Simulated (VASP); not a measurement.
# PbSe (P4/nmm) in VASP: further runs

The runs below take PbSe through relaxation of cell and atoms, single point, with PBE.

All numbers are computed with VASP 6.6.1; they aren't measurements. Logs are shortened: lines on timing, memory, paths and dates and some standing lists are left out, and cuts for length are marked.

**1. The cell of the first run**

Symmetry: P4/nmm, No. 129, tetragonal system. Conventional cell: a = 4.997 Å, b = 4.997 Å, c = 7.067 Å, α = 90.00°, β = 90.00°, γ = 90.00°. Pb (site symmetry 4mm) has 4 Se at 3.06 Å within 4.0 Å. Within 4.0 Å of Se (site symmetry -4m2) lie 4 Pb at 3.06 Å and 4 Se at 3.53 Å.

**2. Relaxation of cell and atoms, PBE (atoms taken out)**

Contents of INCAR:

```
  PREC = Accurate
  ENCUT = 600
  EDIFF = 1E-6
  ISMEAR = 0
  SIGMA = 0.1
  LREAL = False
  LASPH = True
  NELM = 80
  ALGO = Normal
  ISIF = 3
  LWAVE = False
  LCHARG = False
  GGA = PE
  IBRION = 2
  NSW = 90
  EDIFFG = -0.04
```

Contents of KPOINTS:

```
regular mesh
0
Gamma
  4 4 4
```

Contents of POSCAR:

```
PbSe
1.0
    4.9969590800      0.0000000000      0.0000000000
    0.0000000000      4.9969590800      0.0000000000
    0.0000000000      0.0000000000      7.0667672900
Pb Se
2 2
Direct
    0.5000000000      0.0000000000      0.7500000000
    0.0000000000      0.5000000000      0.2500000000
    0.0000000000      0.0000000000      0.0000000000
    0.5000000000      0.5000000000      0.0000000000
```

Potentials or basis: VASP PAW PBE potentials, release 64 (Pb_d, Se).

The run is started by

```console
$ cat potpaw_PBE.64/Pb_d/POTCAR potpaw_PBE.64/Se/POTCAR > POTCAR
$ mpirun -np 1 vasp_std > vasp.out
```

OUTCAR:

```text
PREC = Accurate
   ENCUT = 600
   EDIFF = 1E-6
   ISMEAR = 0
   LREAL = False
   LASPH = True
   NELM = 80
   ISIF = 3
   GGA = PE
   IBRION = 2
   NSW = 90
   EDIFFG = -0.04

 ion  position               nearest neighbor table
   1  0.500  0.000  0.750-   3 3.06   4 3.06   4 3.06   3 3.06
   2  0.000  0.500  0.250-   3 3.06   4 3.06   3 3.06   4 3.06
   3  0.000  0.000  0.000-   1 3.06   2 3.06   2 3.06   1 3.06
   4  0.500  0.500  0.000-   1 3.06   2 3.06   1 3.06   2 3.06

  LATTYP: Found a simple tetragonal cell.
 ALAT       =     4.9969590800
 C/A-ratio  =     1.4142135601

  Lattice vectors:

 A1 = (   4.9969590800,   0.0000000000,   0.0000000000)
 A2 = (   0.0000000000,   4.9969590800,   0.0000000000)
 A3 = (   0.0000000000,   0.0000000000,   7.0667672900)

Analysis of symmetry for initial positions (statically):
=====================================================================
 Subroutine PRICEL returns:
 Original cell was already a primitive cell.

 Routine SETGRP: Setting up the symmetry group for a
 simple tetragonal supercell.

 Subroutine GETGRP returns: Found 16 space group operations
 (whereof  8 operations were pure point group operations)
 out of a pool of 16 trial point group operations.

The static configuration has the point symmetry D_2d.
 The point group associated with its full space group is D_4h.

Analysis of symmetry for dynamics (positions and initial velocities):
=====================================================================
 Subroutine PRICEL returns:
 Original cell was already a primitive cell.

 Routine SETGRP: Setting up the symmetry group for a
 simple tetragonal supercell.

 Subroutine GETGRP returns: Found 16 space group operations
 (whereof  8 operations were pure point group operations)
 out of a pool of 16 trial point group operations.

The dynamic configuration has the point symmetry D_2d.
 The point group associated with its full space group is D_4h.

 Subroutine INISYM returns: Found 16 space group operations
 (whereof  8 operations are pure point group operations),
 and found     1 'primitive' translations

----------------------------------------------------------------------------------------

                                     Primitive cell

  volume of cell :     176.4544

  direct lattice vectors                    reciprocal lattice vectors
     4.996959080  0.000000000  0.000000000     0.200121711  0.000000000  0.000000000
     0.000000000  4.996959080  0.000000000     0.000000000  0.200121711  0.000000000
     0.000000000  0.000000000  7.066767290     0.000000000  0.000000000  0.141507419

  length of vectors
     4.996959080  4.996959080  7.066767290     0.200121711  0.200121711  0.141507419

  position of ions in fractional coordinates (direct lattice)
     0.500000000  0.000000000  0.750000000
     0.000000000  0.500000000  0.250000000
     0.000000000  0.000000000  0.000000000
     0.500000000  0.500000000  0.000000000

  ion indices of the primitive-cell ions
   primitive index   ion index
                 1           1
                 2           2
                 3           3
                 4           4

----------------------------------------------------------------------------------------

 KPOINTS: regular mesh

Automatic generation of k-mesh.
 Grid dimensions read from file:
 generate k-points for:    4    4    4

 Generating k-lattice:

  Cartesian coordinates                     Fractional coordinates (reciprocal lattice)
     0.050030428  0.000000000  0.000000000     0.250000000  0.000000000  0.000000000
     0.000000000  0.050030428  0.000000000     0.000000000  0.250000000  0.000000000
     0.000000000  0.000000000  0.035376855     0.000000000  0.000000000  0.250000000

  Length of vectors
     0.050030428  0.050030428  0.035376855

  Shift w.r.t. Gamma in fractional coordinates (k-lattice)
     0.000000000  0.000000000  0.000000000

 Subroutine IBZKPT returns following result:
 ===========================================

 Found     18 irreducible k-points:

 Following reciprocal coordinates:
            Coordinates               Weight
  0.000000  0.000000  0.000000      1.000000
  0.250000  0.000000  0.000000      4.000000
  0.500000  0.000000  0.000000      2.000000
  0.250000  0.250000  0.000000      4.000000
  0.500000  0.250000  0.000000      4.000000
  0.500000  0.500000  0.000000      1.000000
[... 10 lines left out ...]
  0.500000  0.250000  0.500000      4.000000
  0.500000  0.500000  0.500000      1.000000
   k-points           NKPTS =     18   k-points in BZ     NKDIM =     18   number of bands    NBANDS=     24
   number of dos      NEDOS =    301   number of ions     NIONS =      4
   total plane-waves  NPLWV =  89600
   dimension x,y,z NGX =    40 NGY =   40 NGZ =   56
   dimension x,y,z NGXF=    80 NGYF=   80 NGZF=  112
   ions per type =               2   2
   NGX,Y,Z   is equivalent  to a cutoff of  13.31, 13.31, 13.17 a.u.
   NGXF,Y,Z  is equivalent  to a cutoff of  26.62, 26.62, 26.35 a.u.
 SYSTEM =  unknown system
   PREC   = accura    normal or accurate (medium, high low for compatibility)
   ISTART =      0    job   : 0-new  1-cont  2-samecut
   ICHARG =      2    charge: 1-file 2-atom 10-const
   ISPIN  =      1    spin polarized calculation?
   LNONCOLLINEAR =      F non collinear calculations
   LSORBIT =      F    spin-orbit coupling
   LASPH  =      T    aspherical Exc in radial PAW
   ENCUT  =  600.0 eV  44.10 Ry    6.64 a.u.   9.98  9.98 14.11*2*pi/ulx,y,z
   NELM   =     80;   NELMIN=  2; NELMDL= -5     # of ELM steps
   EDIFF  = 0.1E-05   stopping-criterion for ELM
   LREAL  =      F    real-space projection
   EDIFFG = -.4E-01   stopping-criterion for IOM
   NSW    =     90    number of steps for IOM
   IBRION =      2    ionic relax: 0-MD 1-quasi-New 2-CG
   NFREE  =      1    steps in history (QN), initial steepest desc. (CG)
   ISIF   =      3    stress and relaxation
   ISYM   =      2    0-nonsym 1-usesym 2-fastsym
   POTIM  = 0.5000    time-step for ionic-motion
   TEBEG  =    0.0;   TEEND  =   0.0 temperature during run
   PSTRESS=    0.0 pullay stress
   NELECT =      40.0000    total number of electrons
   NUPDOWN=      -1.0000    fix difference up-down
   EMIN   =  10.00;   EMAX   =-10.00  energy-range for DOS
   EFERMI =   0.00;   METHOD = LEGACY
   ISMEAR =     0;   SIGMA  =   0.10  broadening in eV -4-tet -1-fermi 0-gaus
   EFERMI_NEDOS =   21; number of points for ismear=-14 and -15
   IALGO  =     38    algorithm
   IMIX   =      4    mixing-type and parameters
     AMIX     =   0.40;   BMIX     =  1.00
     AMIX_MAG =   1.60;   BMIX_MAG =  1.00
  volume/ion in A,a.u.               =      44.11       297.69
  Fermi-wavevector in a.u.,A,eV,Ry     =   0.998200  1.886324 13.556877  0.996402
  Thomas-Fermi vector in A             =   2.130407
   LORBIT       =      0    0 simple, 1 ext, 2 COOP (PROOUT), +10 PAW based schemes
   GGA     = PE    functional components
   LHFCALC =     F    Hartree Fock is set to
   AEXX    =    0.0000 exact exchange contribution
   IVDW    =     0    specifies the selected vdW correction
   LEPSILON=     F    determine dielectric tensor
   LRPA    =     F    only Hartree local field effects (RPA)
 conjugate gradient relaxation of ions
 non-spin polarized calculation
 Gauss-broadening in eV      SIGMA  =   0.10
  energy-cutoff  :      600.00
  volume of cell :      176.45
 maximum number of plane-waves:      5908
 NGX is ok and might be reduce to    40
   NGX = 19   NGY = 19   NGZ = 29

--------------------------------------- Ionic step        1  -------------------------------------------

 number of electron      40.0000004 magnetization

 Free energy of the ion-electron system (eV)
  ---------------------------------------------------
  ext. energy  EPLUGINS =         0.00000000
  ---------------------------------------------------
  free energy    TOTEN  =       -14.75502190 eV

  energy without entropy =      -14.74577801  energy(sigma->0) =      -14.75039995

------------------------ aborting loop because EDIFF is reached ----------------------------------------

  FORCE on cell =-STRESS in cart. coord.  units (eV):
  Direction    XX          YY          ZZ          XY          YZ          ZX
  --------------------------------------------------------------------------------------
  -------------------------------------------------------------------------------------
  Total       -0.7215215     -0.7215215     -6.1313460      0.0000000      0.0000000      0.0000000
  in kB       -6.5512999     -6.5512999    -55.6716422      0.0000000      0.0000000      0.0000000
  external PRESSURE =     -22.9247473 kB  Pullay stress =       0.0000000 kB
[... 95 lines left out ...]
  FREE ENERGIE OF THE ION-ELECTRON SYSTEM (eV)
  ---------------------------------------------------
  free  energy   TOTEN  =       -15.2242973196 eV

  energy  without entropy=      -15.2175929520  energy(sigma->0) =      -15.22094514

[... ionic steps 4 to 25 ...]

--------------------------------------- Ionic step       26  -------------------------------------------

 number of electron      40.0000010 magnetization

------------------------ aborting loop because EDIFF is reached ----------------------------------------

  FORCE on cell =-STRESS in cart. coord.  units (eV):
  Direction    XX          YY          ZZ          XY          YZ          ZX
  --------------------------------------------------------------------------------------
  -------------------------------------------------------------------------------------
  Total        0.1922621      0.1922621      0.4287685      0.0000000     -0.0000000      0.0000000
  in kB        2.5676948      2.5676948      5.7262795      0.0000000     -0.0000000      0.0000000
  external PRESSURE =       3.6205564 kB  Pullay stress =       0.0000000 kB
[... 61 lines left out ...]
  energy  without entropy=      -15.6797016136  energy(sigma->0) =      -15.67970162

--------------------------------------- Ionic step       28  -------------------------------------------

 number of electron      40.0000012 magnetization

 Free energy of the ion-electron system (eV)
  ---------------------------------------------------
  ext. energy  EPLUGINS =         0.00000000
  ---------------------------------------------------
  free energy    TOTEN  =       -15.68548622 eV

  energy without entropy =      -15.68548622  energy(sigma->0) =      -15.68548622

 E-fermi :   4.5586     XC(G=0):  -9.3031

 val. band max:        4.1638535519   @ k =   0.5000   0.5000   0.5000
 cond. band min:       4.9574002385   @ k =   0.5000   0.5000   0.0000
 fundamental gap:      0.7935466866
 Fermi energy:         4.5586475752

 k-point     1 :       0.0000    0.0000    0.0000
  band No.  band energies     occupation
      1     -12.5100      2.00000
      2     -12.5011      2.00000
      3     -12.4937      2.00000
      4     -12.4724      2.00000
      5     -12.4724      2.00000
      6     -12.4570      2.00000
[... 506 lines left out ...]
  FREE ENERGIE OF THE ION-ELECTRON SYSTEM (eV)
  ---------------------------------------------------
  free  energy   TOTEN  =       -15.6854862209 eV

  energy  without entropy=      -15.6854862204  energy(sigma->0) =      -15.68548622

 reached required accuracy - stopping structural energy minimisation
```

It took 32 min on 1 thread of Intel Xeon 8259CL, shared host; peak memory 0.37 GiB.

What came out:

* Free energy: -15.6855 eV
* Relaxed volume: 30.30 Å³/atom
* Relaxed cell: a = 5.358 Å, b = 5.358 Å, c = 4.221 Å, α = 90.00°, β = 90.00°, γ = 90.00°
* Space group after relaxing (to 0.1 Å): P4/nmm (No. 129)
* Energy gained by relaxing: 232.6 meV/atom
* Ionic steps: 28
* Pressure after relaxing: -0.1 GPa
* Largest force after relaxing: 0.008 eV/Å
* Band gap on the k mesh: 0.79 eV (least direct gap 0.90 eV)

Forces in eV/Å, atoms in the order of the input:
```
Pb   0.000  0.000  0.008
Pb   0.000  0.000 -0.008
Se   0.000  0.000  0.000
Se   0.000  0.000  0.000
```

Stress tensor (GPa, compression positive):
```
-0.19  0.00  0.00
 0.00 -0.19  0.00
 0.00  0.00  0.18
```

Step by step:
| step | energy change (eV) | largest force (eV/Å) | pressure (GPa) | volume (Å³) |
| --- | --- | --- | --- | --- |
| 1 | 0.0000 | 1.5955 | -2.29 | 176.45 |
| 2 | -0.4510 | 0.4150 | 0.84 | 160.57 |
| 3 | -0.4693 | 0.0996 | 1.72 | 157.33 |
| 4 | -0.6164 | 0.1804 | 0.30 | 163.24 |
| 5 | -0.6665 | 0.3139 | -0.70 | 167.88 |
| 6 | -0.6714 | 0.3482 | -1.05 | 169.51 |
| 7 | -0.7216 | 0.0708 | -0.46 | 165.03 |
| 8 | -0.7351 | 0.1185 | -0.01 | 161.31 |
| 9 | -0.7353 | 0.1419 | 0.04 | 160.82 |
| 10 | -0.7393 | 0.1170 | -0.17 | 160.51 |
| 11 | -0.7420 | 0.0833 | -0.50 | 159.99 |
| 12 | -0.7438 | 0.0909 | -0.49 | 159.39 |
| 13 | -0.7491 | 0.1143 | -0.45 | 157.61 |
| 14 | -0.7594 | 0.1624 | -0.40 | 154.01 |
| 15 | -0.7766 | 0.2626 | -0.23 | 146.69 |
| 16 | -0.7561 | 0.4593 | 0.54 | 131.54 |
| 17 | -0.7789 | 0.3317 | -0.04 | 142.55 |
| 18 | -0.7793 | 0.3593 | 0.05 | 140.24 |
| 19 | -0.7893 | 0.3585 | 0.00 | 137.57 |
| 20 | -0.7936 | 0.3705 | 0.10 | 129.45 |
| 21 | -0.7968 | 0.3691 | 0.02 | 132.53 |
| 22 | -0.8215 | 0.3407 | 0.02 | 131.11 |
| 23 | -0.8832 | 0.2525 | 0.08 | 126.92 |
| 24 | -0.9272 | 0.0022 | 0.44 | 118.80 |
| 25 | -0.9288 | 0.0508 | 0.35 | 120.21 |
| 26 | -0.9288 | 0.0401 | 0.36 | 119.97 |
| 27 | -0.9247 | 0.1008 | -0.84 | 123.50 |
| 28 | -0.9305 | 0.0076 | -0.07 | 121.19 |

Final structure:
```
Pb Se
1.0
     5.35806    0.00000    0.00000
     0.00000    5.35806    0.00000
     0.00000    0.00000    4.22137
Pb Se
2 2
Direct
  0.50000 0.00000 0.68076
  0.00000 0.50000 0.31924
  0.00000 0.00000 0.00000
  0.50000 0.50000 0.00000
```

Levels at points of the mesh, in eV from the valence-band top:
| k point | band 16 | band 17 | band 18 | band 19 | band 20 | band 21 | band 22 | band 23 | band 24 |
| --- | --- | --- | --- | --- | --- | --- | --- | --- | --- |
| (0.00, 0.00, 0.00) | -3.92 | -1.30 | -1.30 | -1.02 | -0.25 | 2.02 | 3.91 | 5.00 | 5.00 |
| (0.50, 0.00, 0.00) | -2.85 | -1.25 | -1.25 | -0.43 | -0.43 | 1.92 | 1.92 | 4.54 | 4.54 |
| (0.50, 0.50, 0.00) | -1.15 | -0.69 | -0.69 | -0.11 | -0.11 | 0.79 | 0.79 | 3.31 | 3.31 |
| (0.00, 0.00, 0.50) | -3.03 | -1.59 | -1.35 | -1.11 | -1.11 | 0.80 | 0.98 | 1.17 | 1.17 |
| (0.50, 0.00, 0.50) | -3.03 | -2.19 | -2.19 | -1.21 | -1.21 | 2.34 | 2.34 | 2.70 | 2.70 |
| (0.50, 0.50, 0.50) | -3.40 | -3.14 | -3.14 | 0.00 | 0.00 | 3.88 | 3.88 | 4.07 | 4.07 |

Caveat: the cell differs from its parent crystal (atoms taken out); the volume moved by over 15 % at a fixed basis, so the end points are rough; spin-orbit coupling is left out, which moves the levels of the heavy elements. A k mesh can miss the band edges.

[end of part 1 of 3]
